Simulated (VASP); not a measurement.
Set up this calculation in VASP 6.6.1, as the native input.

* Task: single point
* Functional: PBE
* Potentials or basis: VASP PAW PBE potentials, release 64 (O_h, C_h, H_h)
* Cutoff: 1000 eV
* k mesh: 1 × 1 × 1
* Occupations: fermi-dirac, width 0.05 eV
* Spin: no spin polarisation
* Dipole correction: no
* Further INCAR settings: LREAL = Auto; ALGO = Normal; EDIFF = 1e-06; NBANDS = 57

The structure of H6C3O lies in POSCAR:

```
H6C3O
1.0
    7.6630940000      0.0000000000      0.0000000000
    0.0000000000      7.6630940000      0.0000000000
    0.0000000000      0.0000000000      7.6630940000
O C H
3 9 18
Direct
    0.1832419125      0.0756613451      0.5037521398
    0.7537947466      0.9909965870      0.5351363301
    0.8873439371      0.4369644950      0.4261464103
    0.2668504393      0.1078024098      0.3872326243
    0.7541992830      1.0309543378      0.3930788269
    0.8544068492      0.4473127956      0.2833972805
    0.1471207322      0.3512941379      0.9409254278
    0.3081783937      0.2296330960      0.9091106021
    0.4515017041      0.6208719350      0.2263837557
    0.3258996953      0.6088010926      0.3715862026
    0.9925103359      0.8471121456      0.8768129427
    0.8369595884      0.7415542599      0.8394390047
    0.1877179113      0.4701364749      1.0148903302
    0.0965406401      0.4185385172      0.8245755566
    0.0460388454      0.2862812331      1.0081306585
    0.2840106098      0.1002597645      0.8645202577
    0.4031530867      0.2855765569      0.8169676635
    0.3751878810      0.2148609948      1.0323767397
    0.3985335427      0.5260929854      0.1370725715
    0.4453162130      0.7397795199      0.1515314832
    0.5857294717      0.5856381248      0.2631052157
    0.3153687009      0.7340899120      0.4507056810
    0.1959782824      0.5663247769      0.3220631249
    0.3776803469      0.5127302366      0.4625807800
    0.9740191103      0.9088235118      1.0025323975
    1.1130491157      0.7572789790      0.8706405011
    1.0025715462      0.9628878362      0.7976543156
    0.8509095673      0.6390108225      0.7362952875
    0.8003686240      0.6684767275      0.9564935521
    0.7346771422      0.8192774355      0.7849179457
```

The input as run:

INCAR

```
SYSTEM = H6C3O
ALGO     = Normal         ! electronic algorithm
EDIFF    = 1E-6           ! SCF threshold, eV
ENCUT    = 1000           ! plane-wave cutoff, eV
GGA      = PE             ! functional
GGA_COMPAT= .FALSE.      
ISIF     = 2              ! what is computed and relaxed
ISMEAR   = -1             ! smearing method
LASPH    = .TRUE.         ! aspherical terms in the spheres
LCHARG   = .TRUE.         ! write CHGCAR
LELF     = .TRUE.         ! ELF
LREAL    = Auto         
LVHAR    = .TRUE.       
LWAVE    = .FALSE.        ! write WAVECAR
NBANDS   = 57             ! bands
NELM     = 120            ! most SCF steps
PREC     = Accurate       ! precision mode
SIGMA    = 0.05           ! smearing width, eV
```

KPOINTS

```
k-points
0
G
  1 1 1
  0 0 0
```

Potentials or basis: VASP PAW PBE potentials, release 64 (O_h, C_h, H_h).

Launch:

```bash
$ cat potpaw_PBE.64/O_h/POTCAR potpaw_PBE.64/C_h/POTCAR potpaw_PBE.64/H_h/POTCAR > POTCAR
$ mpirun -np 1 vasp_gam > vasp.out
```

Results of the run:

| Property | Result |
| --- | --- |
| Pressure | 1.7 GPa |
| Largest force | 2.382 eV/Å |

Caveat: the k points lie up to 0.82 Å⁻¹ apart, too coarse for converged energies, forces and pressures; the atoms stand as in a frame of molecular dynamics.

Wall time 72 s on 1 thread of AMD EPYC 9R45 96-Core Processor (Zen 5) (shared host), peak memory 0.93 GiB.
